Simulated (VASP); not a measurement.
# Ca (Ibam) in VASP: single point with PBEsol

Aim: the single point of Ca with PBEsol.

All numbers are computed with VASP 6.6.1; they aren't measurements. Logs are shortened: lines on timing, memory, paths and dates and some standing lists are left out, and cuts for length are marked.

## (1) The cell of the first run

Symmetry: Ibam, No. 72, orthorhombic system. The conventional cell has a = 7.446 Å, b = 7.456 Å, c = 6.660 Å, α = 90.00°, β = 90.00°, γ = 90.00°. Ca (site symmetry m) has 11 Ca at 3.60 to 4.19 Å within 4.7 Å.

## (2) Single point, PBEsol

File INCAR:

```
SYSTEM = Ca
PREC = Accurate
ENCUT = 520
EDIFF = 1E-7
ISMEAR = 1
SIGMA = 0.15
LREAL = .False.
LASPH = .True.
NELM = 60
ALGO = Normal
ISIF = 2
LWAVE = .False.
LCHARG = .False.
GGA = PS
NBANDS = 28
```

File KPOINTS:

```
Automatic mesh
0
Gamma
  5 5 5
  0 0 0
```

File POSCAR:

```
Ca
1.0
   -3.7227730000      3.7277650000      3.3301430000
    3.7227730000     -3.7277650000      3.3301430000
    3.7227730000      3.7277650000     -3.3301430000
Ca
4
Direct
    0.1704230000      0.6708300000      0.8412520000
    0.8295770000      0.3291700000      0.1587480000
    0.6704230000      0.8291700000      0.4995930000
    0.3295770000      0.1708300000      0.5004070000
```

Potentials or basis: VASP PAW PBE potentials, release 64 (Ca_sv).

Started as:

```
$ cat potpaw_PBE.64/Ca_sv/POTCAR > POTCAR
$ mpirun -np 1 vasp_std > vasp.out
```

OUTCAR:

```text
SYSTEM = Ca
   PREC = Accurate
   ENCUT = 520
   EDIFF = 1E-7
   ISMEAR = 1
   LREAL = .False.
   LASPH = .True.
   NELM = 60
   ISIF = 2
   GGA = PS

 ion  position               nearest neighbor table
   1  0.170  0.671  0.841-
   2  0.830  0.329  0.159-
   3  0.670  0.829  0.500-
   4  0.330  0.171  0.500-

  LATTYP: Found a body centered orthorhombic cell.
 ALAT       =     6.6602860000
 B/A-ratio  =     1.1179018439
 C/A-ratio  =     1.1194008786

  Lattice vectors:

 A1 = (   3.7227730000,  -3.7277650000,   3.3301430000)
 A2 = (  -3.7227730000,  -3.7277650000,  -3.3301430000)
 A3 = (   3.7227730000,   3.7277650000,  -3.3301430000)

Analysis of symmetry for initial positions (statically):
=====================================================================
 Subroutine PRICEL returns:
 Original cell was already a primitive cell.

 Routine SETGRP: Setting up the symmetry group for a
 body centered orthorhombic supercell.

 Subroutine GETGRP returns: Found  8 space group operations
 (whereof  4 operations were pure point group operations)
 out of a pool of  8 trial point group operations.

The static configuration has the point symmetry C_2h.
 The point group associated with its full space group is D_2h.

Analysis of symmetry for dynamics (positions and initial velocities):
=====================================================================
 Subroutine PRICEL returns:
 Original cell was already a primitive cell.

 Routine SETGRP: Setting up the symmetry group for a
 body centered orthorhombic supercell.

 Subroutine GETGRP returns: Found  8 space group operations
 (whereof  4 operations were pure point group operations)
 out of a pool of  8 trial point group operations.

The dynamic configuration has the point symmetry C_2h.
 The point group associated with its full space group is D_2h.

 Subroutine INISYM returns: Found  8 space group operations
 (whereof  4 operations are pure point group operations),
 and found     1 'primitive' translations

----------------------------------------------------------------------------------------

                                     Primitive cell

  volume of cell :     184.8579

  direct lattice vectors                    reciprocal lattice vectors
    -3.722773000  3.727765000  3.330143000     0.000000000  0.134128627  0.150143703
[... 88 lines left out ...]
   ENCUT  =  520.0 eV  38.22 Ry    6.18 a.u.  11.59 11.59 11.59*2*pi/ulx,y,z
   NELM   =     60;   NELMIN=  2; NELMDL= -5     # of ELM steps
   EDIFF  = 0.1E-06   stopping-criterion for ELM
   LREAL  =      F    real-space projection
   EDIFFG = 0.1E-05   stopping-criterion for IOM
   NSW    =      0    number of steps for IOM
   IBRION =     -1    ionic relax: 0-MD 1-quasi-New 2-CG
   NFREE  =      0    steps in history (QN), initial steepest desc. (CG)
   ISIF   =      2    stress and relaxation
   ISYM   =      2    0-nonsym 1-usesym 2-fastsym
   POTIM  = 0.5000    time-step for ionic-motion
   TEBEG  =    0.0;   TEEND  =   0.0 temperature during run
   PSTRESS=    0.0 pullay stress
   NELECT =      40.0000    total number of electrons
   NUPDOWN=      -1.0000    fix difference up-down
   EMIN   =  10.00;   EMAX   =-10.00  energy-range for DOS
   EFERMI =   0.00;   METHOD = LEGACY
   ISMEAR =     1;   SIGMA  =   0.15  broadening in eV -4-tet -1-fermi 0-gaus
   EFERMI_NEDOS =   21; number of points for ismear=-14 and -15
   IALGO  =     38    algorithm
   IMIX   =      4    mixing-type and parameters
     AMIX     =   0.40;   BMIX     =  1.00
     AMIX_MAG =   1.60;   BMIX_MAG =  1.00
  volume/ion in A,a.u.               =      46.21       311.87
  Fermi-wavevector in a.u.,A,eV,Ry     =   0.982839  1.857296 13.142841  0.965972
  Thomas-Fermi vector in A             =   2.113951
   LORBIT       =      0    0 simple, 1 ext, 2 COOP (PROOUT), +10 PAW based schemes
   GGA     = PS    functional components
   LHFCALC =     F    Hartree Fock is set to
   AEXX    =    0.0000 exact exchange contribution
   IVDW    =     0    specifies the selected vdW correction
   LEPSILON=     F    determine dielectric tensor
   LRPA    =     F    only Hartree local field effects (RPA)
 non-spin polarized calculation
 Methfessel and Paxton  Order N= 1 SIGMA  =   0.15
  energy-cutoff  :      520.00
  volume of cell :      184.86
 maximum number of plane-waves:      4994
 NGX is ok and might be reduce to    48
   NGX = 23   NGY = 23   NGZ = 23

 number of electron      40.0000004 magnetization

 Free energy of the ion-electron system (eV)
  ---------------------------------------------------
  ext. energy  EPLUGINS =         0.00000000
  ---------------------------------------------------
  free energy    TOTEN  =        -7.85106539 eV

  energy without entropy =       -7.84894388  energy(sigma->0) =       -7.85035822

 E-fermi :   1.5045     XC(G=0):  -7.4928

 val. band max:        1.4915831718   @ k =  -0.2000   0.2000   0.0000
 cond. band min:       1.5119839734   @ k =  -0.4000   0.4000   0.0000
 fundamental gap:      0.0204008016
 Fermi energy:         1.5044565471

 k-point     1 :       0.0000    0.0000    0.0000
  band No.  band energies     occupation
      1     -40.4970      2.00000
      2     -40.4844      2.00000
      3     -40.4754      2.00000
      4     -40.4753      2.00000
      5     -21.6213      2.00000
      6     -21.5869      2.00000
[... 733 lines left out ...]
     27       3.3875     -0.00000
     28       3.3968     -0.00000

 [... further k-points ...]

------------------------ aborting loop because EDIFF is reached ----------------------------------------

  FORCE on cell =-STRESS in cart. coord.  units (eV):
  Direction    XX          YY          ZZ          XY          YZ          ZX
  --------------------------------------------------------------------------------------
  -------------------------------------------------------------------------------------
  Total       -0.9885809     -0.9880035     -1.0508924      0.0000000      0.0000000      0.0000000
  in kB       -8.5681064     -8.5631017     -9.1081651      0.0000000      0.0000000      0.0000000
  external PRESSURE =      -8.7464577 kB  Pullay stress =       0.0000000 kB

 VOLUME and BASIS-vectors are now :
 -----------------------------------------------------------------------------
  energy-cutoff  :      520.00
  volume of cell :      184.86
      direct lattice vectors                 reciprocal lattice vectors
    -3.722773000  3.727765000  3.330143000     0.000000000  0.134128627  0.150143703
     3.722773000 -3.727765000  3.330143000     0.134308485  0.000000000  0.150143703
     3.722773000  3.727765000 -3.330143000     0.134308485  0.134128627  0.000000000

 POSITION                                       TOTAL-FORCE (eV/Angst)
 -----------------------------------------------------------------------------------
      4.99469      1.27059      0.00000        -0.014303     -0.018355     -0.000000
     -1.27192      2.45717      3.33014         0.014303      0.018355      0.000000
      2.45085      1.27059      3.33014         0.014303     -0.018355     -0.000000
      1.27192      2.45717      0.00000        -0.014303      0.018355      0.000000
 -----------------------------------------------------------------------------------
    total drift:                               -0.005567     -0.008242      0.005804

  FREE ENERGIE OF THE ION-ELECTRON SYSTEM (eV)
  ---------------------------------------------------
  free  energy   TOTEN  =        -7.8510653860 eV

  energy  without entropy=       -7.8489438814  energy(sigma->0) =       -7.85035822
```

stdout:

```text
POSCAR found type information on POSCAR Ca
 POSCAR found :  1 types and       4 ions
 scaLAPACK will be used
 -----------------------------------------------------------------------------
|                                                                             |
|                                                                             |
|     You enforced a specific xc type in the INCAR file but a different       |
|     I HOPE YOU KNOW WHAT YOU ARE DOING!                                     |
|                                                                             |
 -----------------------------------------------------------------------------

 LDA part: xc-table for (Slater+PW92), standard interpolation
 POSCAR, INCAR and KPOINTS ok, starting setup
 FFT: planning ... GRIDC
 FFT: planning ... GRID_SOFT
 FFT: planning ... GRID
 WAVECAR not read
 entering main loop
```

Run time: 82 s. Hardware: 1 thread of Intel Xeon 6975P-C (Granite Rapids), shared host; peak memory 0.36 GiB.

Results:

* Free energy: -7.8511 eV
* Pressure: -0.9 GPa
* Largest force: 0.023 eV/Å
* Band gap on the k mesh: zero (bands 20 and 21 overlap by 0.80 eV)

Forces on the atoms (eV/Å):
```
Ca  -0.014 -0.018  0.000
Ca   0.014  0.018  0.000
Ca   0.014 -0.018  0.000
Ca  -0.014  0.018  0.000
```

Levels at points of the mesh, in eV from the Fermi level:
| k point | band 16 | band 17 | band 18 | band 19 | band 20 | band 21 | band 22 | band 23 | band 24 | band 25 |
| --- | --- | --- | --- | --- | --- | --- | --- | --- | --- | --- |
| (0.00, 0.00, 0.00) | -22.97 | -3.85 | -0.05 | 0.22 | 0.32 | 0.35 | 0.35 | 0.49 | 1.12 | 1.13 |

Caveat: the PAW data sets were made with another functional, which shifts forces and pressure a little.

The gap in the log of VASP goes by the Fermi energy; the results here count the filled bands.